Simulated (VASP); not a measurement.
# Al2Ga3P5 (I-4m2) in VASP: single point with PBE

Aim: the single point of Al2Ga3P5 with PBE.

All numbers are computed with VASP 6.6.1; they aren't measurements. Logs are shortened: lines on timing, memory, paths and dates and some standing lists are left out, and cuts for length are marked.

### 1 The cell of the first run

Symmetry: I-4m2, No. 119, tetragonal system. Conventional cell: a = 3.894 Å, b = 3.894 Å, c = 27.534 Å, α = 90.00°, β = 90.00°, γ = 90.00°. Within 3.1 Å of Al (site symmetry 2mm) lie 4 P at 2.38 Å. Within 3.2 Å of Ga (site symmetry 2mm) lie 4 P at 2.38 to 2.39 Å. Ga (site symmetry -4m2) has 4 P at 2.38 Å within 3.1 Å. Within 3.1 Å of P (site symmetry 2mm) lie 4 Ga at 2.38 Å. Within 3.1 Å of P (site symmetry 2mm) lie 2 Al at 2.38 Å and 2 Ga at 2.39 Å. P (site symmetry -4m2) has 4 Al at 2.38 Å within 3.1 Å.

### 2 Single point, PBE

File INCAR:

```
  PREC = Accurate
  ENCUT = 500
  EDIFF = 1E-6
  ISMEAR = 0
  SIGMA = 0.02
  LREAL = False
  LASPH = True
  NELM = 120
  ALGO = Normal
  ISIF = 2
  LWAVE = False
  LCHARG = True
  GGA = PE
  LELF = True
  LVHAR = True
  NBANDS = 46
  GGA_COMPAT = False
```

File KPOINTS:

```
regular mesh
0
Gamma
  10 10 10
```

File POSCAR:

```
Al2Ga3P5
1.0
   -1.9470194556      1.9470194556     13.7670424174
    1.9470194556     -1.9470194556     13.7670424174
    1.9470194556      1.9470194556    -13.7670424174
Al Ga P
2 3 5
Direct
    0.7999981338      0.7999981338      0.0000000000
    0.2000018662      0.2000018662      0.0000000000
    0.5999854754      0.5999854754      0.0000000000
    0.0000000000      0.0000000000      0.0000000000
    0.4000145246      0.4000145246      0.0000000000
    0.9500202612      0.4500202612      0.5000000000
    0.3497929885      0.8497929885      0.5000000000
    0.7500000000      0.2500000000      0.5000000000
    0.1502070115      0.6502070115      0.5000000000
    0.5499797388      0.0499797388      0.5000000000
```

Potentials or basis: VASP PAW PBE potentials, release 64 (Al, Ga_d, P).

The run is started by

```sh
> cat potpaw_PBE.64/Al/POTCAR potpaw_PBE.64/Ga_d/POTCAR potpaw_PBE.64/P/POTCAR > POTCAR
> mpirun -np 1 vasp_std > vasp.out
```

OUTCAR:

```text
PREC = Accurate
   ENCUT = 500
   EDIFF = 1E-6
   ISMEAR = 0
   LREAL = False
   LASPH = True
   NELM = 120
   ISIF = 2
   GGA = PE

 ion  position               nearest neighbor table
   1  0.800  0.800  0.000-   7 2.38   7 2.38   8 2.38   8 2.38
   2  0.200  0.200  0.000-   9 2.38   9 2.38   8 2.38   8 2.38
   3  0.600  0.600  0.000-  10 2.38  10 2.38   9 2.39   9 2.39
   4  0.000  0.000  0.000-   6 2.38  10 2.38  10 2.38   6 2.38
   5  0.400  0.400  0.000-   6 2.38   6 2.38   7 2.39   7 2.39
   6  0.950  0.450  0.500-   4 2.38   4 2.38   5 2.38   5 2.38
   7  0.350  0.850  0.500-   1 2.38   1 2.38   5 2.39   5 2.39
   8  0.750  0.250  0.500-   2 2.38   1 2.38   1 2.38   2 2.38
   9  0.150  0.650  0.500-   2 2.38   2 2.38   3 2.39   3 2.39
  10  0.550  0.050  0.500-   4 2.38   4 2.38   3 2.38   3 2.38

  LATTYP: Found a body centered tetragonal cell.
 ALAT       =     3.8940389112
 C/A-ratio  =     7.0708294043

  Lattice vectors:

 A1 = (  -1.9470194556,   1.9470194556,  13.7670424174)
 A2 = (   1.9470194556,  -1.9470194556,  13.7670424174)
 A3 = (   1.9470194556,   1.9470194556, -13.7670424174)

Analysis of symmetry for initial positions (statically):
=====================================================================
 Subroutine PRICEL returns:
 Original cell was already a primitive cell.

 Routine SETGRP: Setting up the symmetry group for a
 body centered tetragonal supercell.

 Subroutine GETGRP returns: Found  8 space group operations
 (whereof  8 operations were pure point group operations)
 out of a pool of 16 trial point group operations.

The static configuration has the point symmetry D_2d.

Analysis of symmetry for dynamics (positions and initial velocities):
=====================================================================
 Subroutine PRICEL returns:
 Original cell was already a primitive cell.

 Routine SETGRP: Setting up the symmetry group for a
 body centered tetragonal supercell.

 Subroutine GETGRP returns: Found  8 space group operations
 (whereof  8 operations were pure point group operations)
 out of a pool of 16 trial point group operations.

The dynamic configuration has the point symmetry D_2d.

 Subroutine INISYM returns: Found  8 space group operations
 (whereof  8 operations are pure point group operations),
 and found     1 'primitive' translations

----------------------------------------------------------------------------------------

                                     Primitive cell

  volume of cell :     208.7571

  direct lattice vectors                    reciprocal lattice vectors
    -1.947019456  1.947019456 13.767042417     0.000000000  0.256802775  0.036318621
     1.947019456 -1.947019456 13.767042417     0.256802775  0.000000000  0.036318621
     1.947019456  1.947019456-13.767042417     0.256802775  0.256802775  0.000000000

  length of vectors
    14.039701793 14.039701793 14.039701793     0.259358261  0.259358261  0.363173968

  position of ions in fractional coordinates (direct lattice)
     0.799998134  0.799998134  0.000000000
     0.200001866  0.200001866  0.000000000
     0.599985475  0.599985475  0.000000000
     0.000000000  0.000000000  0.000000000
     0.400014525  0.400014525  0.000000000
     0.950020261  0.450020261  0.500000000
     0.349792988  0.849792988  0.500000000
     0.750000000  0.250000000  0.500000000
     0.150207012  0.650207012  0.500000000
     0.549979739  0.049979739  0.500000000

  ion indices of the primitive-cell ions
   primitive index   ion index
                 1           1
                 2           2
                 3           3
                 4           4
                 5           5
                 6           6
                 7           7
                 8           8
                 9           9
                10          10

----------------------------------------------------------------------------------------

 KPOINTS: regular mesh

Automatic generation of k-mesh.
 Grid dimensions read from file:
 generate k-points for:   10   10   10

 Generating k-lattice:

  Cartesian coordinates                     Fractional coordinates (reciprocal lattice)
     0.000000000  0.025680278  0.003631862     0.100000000  0.000000000  0.000000000
     0.025680278  0.000000000  0.003631862     0.000000000  0.100000000  0.000000000
     0.025680278  0.025680278  0.000000000     0.000000000  0.000000000  0.100000000

  Length of vectors
     0.025935826  0.025935826  0.036317397

  Shift w.r.t. Gamma in fractional coordinates (k-lattice)
     0.000000000  0.000000000  0.000000000

 Subroutine IBZKPT returns following result:
 ===========================================

 Found    102 irreducible k-points:

 Following reciprocal coordinates:
            Coordinates               Weight
  0.000000  0.000000  0.000000      1.000000
  0.100000  0.000000 -0.000000      8.000000
  0.200000  0.000000 -0.000000      8.000000
  0.300000  0.000000 -0.000000      8.000000
  0.400000  0.000000  0.000000      8.000000
  0.500000  0.000000 -0.000000      4.000000
[... 16 lines left out ...]
  0.300000  0.300000 -0.000000      8.000000
  0.400000  0.300000 -0.000000     16.000000
 [... further k-points ...]
   k-points           NKPTS =    102   k-points in BZ     NKDIM =    102   number of bands    NBANDS=     46
   number of dos      NEDOS =    301   number of ions     NIONS =     10
   total plane-waves  NPLWV = ******
   dimension x,y,z NGX =   108 NGY =  108 NGZ =  108
   dimension x,y,z NGXF=   216 NGYF=  216 NGZF=  216
   ions per type =               2   3   5
   NGX,Y,Z   is equivalent  to a cutoff of  12.79, 12.79, 12.79 a.u.
   NGXF,Y,Z  is equivalent  to a cutoff of  25.58, 25.58, 25.58 a.u.
 SYSTEM =  unknown system
   PREC   = accura    normal or accurate (medium, high low for compatibility)
   ISTART =      0    job   : 0-new  1-cont  2-samecut
   ICHARG =      2    charge: 1-file 2-atom 10-const
   ISPIN  =      1    spin polarized calculation?
   LNONCOLLINEAR =      F non collinear calculations
   LSORBIT =      F    spin-orbit coupling
   LASPH  =      T    aspherical Exc in radial PAW
   ENCUT  =  500.0 eV  36.75 Ry    6.06 a.u.  25.60 25.60 25.60*2*pi/ulx,y,z
   NELM   =    120;   NELMIN=  2; NELMDL= -5     # of ELM steps
   EDIFF  = 0.1E-05   stopping-criterion for ELM
   LREAL  =      F    real-space projection
   EDIFFG = 0.1E-04   stopping-criterion for IOM
   NSW    =      0    number of steps for IOM
   IBRION =     -1    ionic relax: 0-MD 1-quasi-New 2-CG
   NFREE  =      0    steps in history (QN), initial steepest desc. (CG)
   ISIF   =      2    stress and relaxation
   ISYM   =      2    0-nonsym 1-usesym 2-fastsym
   POTIM  = 0.5000    time-step for ionic-motion
   TEBEG  =    0.0;   TEEND  =   0.0 temperature during run
   PSTRESS=    0.0 pullay stress
   NELECT =      70.0000    total number of electrons
   NUPDOWN=      -1.0000    fix difference up-down
   EMIN   =  10.00;   EMAX   =-10.00  energy-range for DOS
   EFERMI =   0.00;   METHOD = LEGACY
   ISMEAR =     0;   SIGMA  =   0.02  broadening in eV -4-tet -1-fermi 0-gaus
   EFERMI_NEDOS =   21; number of points for ismear=-14 and -15
   IALGO  =     38    algorithm
   IMIX   =      4    mixing-type and parameters
     AMIX     =   0.40;   BMIX     =  1.00
     AMIX_MAG =   1.60;   BMIX_MAG =  1.00
  volume/ion in A,a.u.               =      20.88       140.88
  Fermi-wavevector in a.u.,A,eV,Ry     =   1.137349  2.149278 17.599991  1.293563
  Thomas-Fermi vector in A             =   2.274054
   LORBIT       =      0    0 simple, 1 ext, 2 COOP (PROOUT), +10 PAW based schemes
   GGA     = PE    functional components
   LHFCALC =     F    Hartree Fock is set to
   AEXX    =    0.0000 exact exchange contribution
   IVDW    =     0    specifies the selected vdW correction
   LEPSILON=     F    determine dielectric tensor
   LRPA    =     F    only Hartree local field effects (RPA)
 non-spin polarized calculation
 Gauss-broadening in eV      SIGMA  =   0.02
  energy-cutoff  :      500.00
  volume of cell :      208.76
 maximum number of plane-waves:      5334
 NGX is ok and might be reduce to   108
   NGX = 51   NGY = 51   NGZ = 51

 number of electron      70.0000011 magnetization

 Free energy of the ion-electron system (eV)
  ---------------------------------------------------
  ext. energy  EPLUGINS =         0.00000000
  ---------------------------------------------------
  free energy    TOTEN  =       -48.12468540 eV

  energy without entropy =      -48.12468540  energy(sigma->0) =      -48.12468540

 E-fermi :   4.4618     XC(G=0):  -9.4601

 val. band max:        4.3588994968   @ k =   0.0000   0.0000   0.0000
 cond. band min:       5.9329156243   @ k =   0.0000   0.0000   0.0000
 fundamental gap:      1.5740161275
 Fermi energy:         4.4617949589

 k-point     1 :       0.0000    0.0000    0.0000
  band No.  band energies     occupation
      1     -10.0738      2.00000
      2     -10.0457      2.00000
      3      -9.9983      2.00000
      4      -9.9747      2.00000
      5      -9.9747      2.00000
      6      -9.9607      2.00000
[... 38 lines left out ...]
     45       8.4853      0.00000
     46       8.4935      0.00000

 k-point     2 :       0.1000    0.0000   -0.0000
  band No.  band energies     occupation
      1     -10.0713      2.00000
      2     -10.0441      2.00000
      3      -9.9975      2.00000
      4      -9.9791      2.00000
      5      -9.9737      2.00000
      6      -9.9628      2.00000
[... 38 lines left out ...]
     45       8.5653      0.00000
     46       8.6120      0.00000

 k-point     3 :       0.2000    0.0000   -0.0000
  band No.  band energies     occupation
      1     -10.0655      2.00000
      2     -10.0414      2.00000
      3      -9.9992      2.00000
      4      -9.9885      2.00000
      5      -9.9709      2.00000
      6      -9.9651      2.00000
[... 1018 lines left out ...]
     45      10.3128      0.00000
     46      10.4045      0.00000

 k-point    24 :       0.4000    0.3000   -0.0000
  band No.  band energies     occupation
      1     -10.0682      2.00000
      2     -10.0644      2.00000
      3     -10.0155      2.00000
      4     -10.0059      2.00000
      5      -9.9485      2.00000
      6      -9.9460      2.00000
[... 38 lines left out ...]
     45      10.2009      0.00000
     46      10.5208      0.00000

 [... further k-points ...]

------------------------ aborting loop because EDIFF is reached ----------------------------------------

  FORCE on cell =-STRESS in cart. coord.  units (eV):
  Direction    XX          YY          ZZ          XY          YZ          ZX
  --------------------------------------------------------------------------------------
  -------------------------------------------------------------------------------------
  Total       -0.0417617     -0.0417617     -0.0950104      0.0000000      0.0000000      0.0000000
  in kB       -0.3205144     -0.3205144     -0.7291894      0.0000000      0.0000000      0.0000000
  external PRESSURE =      -0.4567394 kB  Pullay stress =       0.0000000 kB

 VOLUME and BASIS-vectors are now :
 -----------------------------------------------------------------------------
  energy-cutoff  :      500.00
  volume of cell :      208.76
      direct lattice vectors                 reciprocal lattice vectors
    -1.947019456  1.947019456 13.767042417     0.000000000  0.256802775  0.036318621
     1.947019456 -1.947019456 13.767042417     0.256802775  0.000000000  0.036318621
     1.947019456  1.947019456-13.767042417     0.256802775  0.256802775  0.000000000

 POSITION                                       TOTAL-FORCE (eV/Angst)
 -----------------------------------------------------------------------------------
      0.00000      0.00000     22.02722        -0.000000      0.000000     -0.000982
      0.00000      0.00000      5.50687        -0.000000      0.000000      0.000982
      0.00000      0.00000     16.52005         0.000000     -0.000000      0.000480
      0.00000      0.00000      0.00000         0.000000     -0.000000     -0.000000
      0.00000      0.00000     11.01403         0.000000     -0.000000     -0.000480
      0.00000      1.94702     12.39090        -0.000000     -0.000000     -0.000096
      1.94702      0.00000      9.63123         0.000000      0.000000     -0.003727
     -0.00000      1.94702      6.88352         0.000000     -0.000000     -0.000000
      1.94702      0.00000      4.13581        -0.000000     -0.000000      0.003727
      0.00000      1.94702      1.37615         0.000000     -0.000000      0.000096
 -----------------------------------------------------------------------------------
    total drift:                               -0.000000      0.000000     -0.000000

  FREE ENERGIE OF THE ION-ELECTRON SYSTEM (eV)
  ---------------------------------------------------
  free  energy   TOTEN  =       -48.1246854017 eV

  energy  without entropy=      -48.1246854017  energy(sigma->0) =      -48.12468540
```

Wall time 2 h (1 thread of Intel Xeon 6975P-C (Granite Rapids), shared host); peak memory 2.4 GiB.

What came out:

```yaml
Free_energy: -48.1247 eV
Pressure: 0.0 GPa
Largest_force: 0.004 eV/Å
Band_gap_on_the_k_mesh: 1.57 eV
```

Forces on the atoms (eV/Å):
```
Al   0.000  0.000 -0.001
Al   0.000  0.000  0.001
Ga   0.000  0.000  0.000
Ga   0.000  0.000  0.000
Ga   0.000  0.000  0.000
P    0.000  0.000  0.000
P    0.000  0.000 -0.004
P    0.000  0.000  0.000
P    0.000  0.000  0.004
P    0.000  0.000  0.000
```
